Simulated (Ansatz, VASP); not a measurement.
**PbO: VASP beside Ansatz**

The input INCAR:

```
SYSTEM = PbO
PREC = Accurate ; ENCUT = 520
EDIFF = 1E-6 ; ISMEAR = 0
SIGMA = 0.05 ; LREAL = .FALSE.
LASPH = .TRUE. ; NELM = 60
ALGO = Normal ; ISIF = 2
LWAVE = .FALSE. ; LCHARG = .FALSE.
GGA = PE ; NBANDS = 28
```

Contents of KPOINTS:

```
regular mesh
0
G
  8 8 6
  0 0 0
```

The input POSCAR:

```
PbO
1.0
    4.0737600000      0.0000000000      0.0000000000
    0.0000000000      4.0737600000      0.0000000000
    0.0000000000      0.0000000000      5.0220000000
Pb O
2 2
Direct
    0.0000000000      0.5000000000      0.2351000000
    0.5000000000      0.0000000000      0.7649000000
    0.0000000000      0.0000000000      0.0000000000
    0.5000000000      0.5000000000      0.0000000000
```

Input for Ansatz:

```yaml
crystal:
  lattice:
    - [4.07376, 0.0, 0.0]
    - [0.0, 4.07376, 0.0]
    - [0.0, 0.0, 5.022]
  atoms:
    - { symbol: Pb, position: [0.0, 0.5, 0.2351] }
    - { symbol: Pb, position: [0.5, 0.0, 0.7649] }
    - { symbol: O, position: [0.0, 0.0, 0.0] }
    - { symbol: O, position: [0.5, 0.5, 0.0] }
basis:
  ecutwfc: 420
kpoints:
  mp_grid: { grid: [8, 8, 6] }
hamiltonian:
  xc: pbe
scf:
  occupations: { method: gaussian, width: 0.05 }
output:
  forces: true
  stress: true
  eigenvalues: true
  write_density: true
  write_potential: true
  elf: true
  volumetric_format: npy
```

Change from the starting cell: strain +0.025 along x and y, +0.000 along z, atoms carried along.

Alike in both runs: task single point; functional PBE; k mesh 8 × 8 × 6; occupations gaussian, width 0.05 eV; no spin polarisation.

```csv
,VASP,Ansatz
version,VASP 6.6.1,Ansatz 0.2.0
potentials or method,"VASP PAW PBE potentials, release 64 (Pb_d, O), cutoff 520 eV","scalar-relativistic, plane waves, PAW"
valence electrons in the cell,40,40
```

|  | VASP | Ansatz | Ansatz less VASP |
| --- | --- | --- | --- |
| gap on the k mesh at the Fermi level (eV) | 1.37 | 1.37 | -0.006 |
| least direct gap on the mesh (eV) | 2.22 | 2.22 | +0.002 |
| pressure (GPa) | 0.5 | 0.5 | -0.06 |
| traceless stress, the component that is largest in VASP (GPa) | 0.49 | 0.51 | +0.020 |
| rms of the force components (eV/Å) | 0.030 | 0.045 | +0.0147 |

Atom by atom the forces differ by 0.015 eV/Å (rms over components).

Neither program's run includes spin-orbit coupling.
